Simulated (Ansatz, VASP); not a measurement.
## NaCl in VASP and in Ansatz

```
CELL_PARAMETERS angstrom
0.00000 2.88838 2.83175
2.83175 0.00000 2.83175
2.83175 2.88838 0.00000
ATOMIC_POSITIONS crystal
Na 0.00000 0.00000 0.00000
Cl 0.50000 0.50000 0.50000
```

Change from the starting cell: strain +0.0200 x Voigt [0, 1, 0, 0, 0, 0], atoms carried along.

Alike in both runs: task single point; functional PBEsol; k mesh 8 × 8 × 8; occupations gaussian, width 0.05 eV; no spin polarisation.

|  | VASP | Ansatz |
| --- | --- | --- |
| version | VASP 6.6.1 | Ansatz 0.2.0 |
| potentials or method | VASP PAW PBE potentials, release 64 (Na_pv, Cl), cutoff 520 eV | scalar-relativistic, plane waves, PAW |
| valence electrons in the cell | 14 | 16 |

```tsv
	VASP	Ansatz	Ansatz less VASP
gap on the k mesh at the Fermi level (eV)	4.81	4.81	+0.003
least direct gap on the mesh (eV)	4.81	4.81	+0.003
pressure (GPa)	-1.2	-1.2	-0.01
traceless stress, the component that is largest in VASP (GPa)	-0.41	-0.40	+0.009
```

VASP's potentials were made for PBE, not for PBEsol. VASP's potentials hold 14 valence electrons a cell and Ansatz's 16, so a difference there can come from the potentials and not from the codes.
